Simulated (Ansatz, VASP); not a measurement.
## SnSe in VASP and in Ansatz

```
Sn Se
1.0
     4.28533    0.00000    0.00000
     0.00000    4.28533    0.00000
     0.00000    0.00000   10.99069
Sn Se
2 2
Direct
  0.00000 0.50000 0.62777
  0.50000 0.00000 0.37223
  0.00000 0.50000 0.38396
  0.50000 0.00000 0.61604
```

Alike in both runs: task single point; functional PBE-based screened hybrid with a share of 0.25 of exact exchange and HFSCREEN = 0.15; k mesh 3 × 3 × 2; occupations fermi-dirac, width 0.05 eV; no spin polarisation.

```csv
,VASP,Ansatz
version,VASP 6.6.1,Ansatz 0.2.0
potentials or method,"VASP PAW PBE potentials, release 64 (Sn_d, Se)",Ansatz PAW
plane-wave cutoff (eV),520,420
valence electrons in the cell,40,60
```

```tsv
	VASP	Ansatz	Ansatz less VASP
gap on the k mesh at the Fermi level (eV)	2.15	2.13	-0.020
least direct gap on the mesh (eV)	2.15	2.13	-0.020
rms of the force components (eV/Å)	0.144	0.141	-0.0025
```

VASP's potentials were made for PBE, not for PBE-based screened hybrid. Atom by atom the forces differ by 0.003 eV/Å (rms over components). VASP's potentials hold 40 valence electrons a cell and Ansatz's 60, so a difference there can come from the potentials and not from the codes.

The k mesh is coarse, so the values compare programs but aren't converged. Noted on Ansatz's run: odd divisions of the mesh miss points on the zone boundary, where band edges often lie, so the gap on the mesh can be too wide.
